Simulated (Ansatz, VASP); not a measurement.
HfO2: VASP beside Ansatz

Contents of INCAR:

```
PREC = Accurate ; ENCUT = 600
EDIFF = 1E-7 ; ISMEAR = 0
SIGMA = 0.1 ; LREAL = F
LASPH = T ; NELM = 60
ALGO = Normal ; ISIF = 3
LWAVE = F ; LCHARG = F
GGA = PE ; IVDW = 12
IBRION = 2 ; NSW = 80
EDIFFG = -0.05
```

KPOINTS

```
Automatic mesh
0
Gamma
  6 6 4
```

Contents of POSCAR:

```
HfO2
1.0
    3.1078040511      0.0000000000      0.0000000000
   -1.5539020255      2.6914372582      0.0000000000
    0.0000000000      0.0000000000      4.9733545608
Hf O
1 2
Direct
    0.0000000000      0.0000000000      0.0000000000
    0.6666666667      0.3333333333      0.7476059866
    0.3333333333      0.6666666667      0.2523940134
```

Input for Ansatz:

```yaml
crystal:
  lattice:
    - [3.1078040511, 0.0, 0.0]
    - [-1.5539020255, 2.6914372582, 0.0]
    - [0.0, 0.0, 4.9733545608]
  atoms:
    - { symbol: Hf, position: [0.0, 0.0, 0.0] }
    - { symbol: O, position: [0.6666666667, 0.3333333333, 0.7476059866] }
    - { symbol: O, position: [0.3333333333, 0.6666666667, 0.2523940134] }
basis:
  ecutwfc: 420
kpoints:
  mp_grid: { grid: [6, 6, 4] }
hamiltonian:
  xc: pbe
  dispersion: d3bj
scf:
  occupations: { method: gaussian, width: 0.1 }
output:
  forces: true
  stress: true
  eigenvalues: true
relax:
  adjacent_minimum: "off"
  f_tol: 0.05
  max_steps: 60
  cell: { stress_tol: 0.5 }
```

Alike in both runs: task relaxation of cell and atoms; functional PBE; dispersion D3(BJ); k mesh 6 × 6 × 4; occupations gaussian, width 0.1 eV; no spin polarisation.

```csv
,VASP,Ansatz
version,VASP 6.6.1,Ansatz 0.2.0
potentials or method,"VASP PAW PBE potentials, release 64 (Hf_pv, O), cutoff 600 eV","scalar-relativistic, plane waves, PAW"
valence electrons in the cell,22,38
```

```csv
,VASP,Ansatz,Ansatz less VASP
"gap on the k mesh at the Fermi level, each at its own relaxed structure (eV)",4.59,4.51,-0.075
relaxed volume (Å³/atom),13.93,14.15,+0.219
relaxed cell length with the largest relative difference (Å),4.630,4.668,+0.0384
```

VASP's potentials hold 22 valence electrons a cell and Ansatz's 38, so a difference there can come from the potentials and not from the codes.

Neither program's run includes spin-orbit coupling.
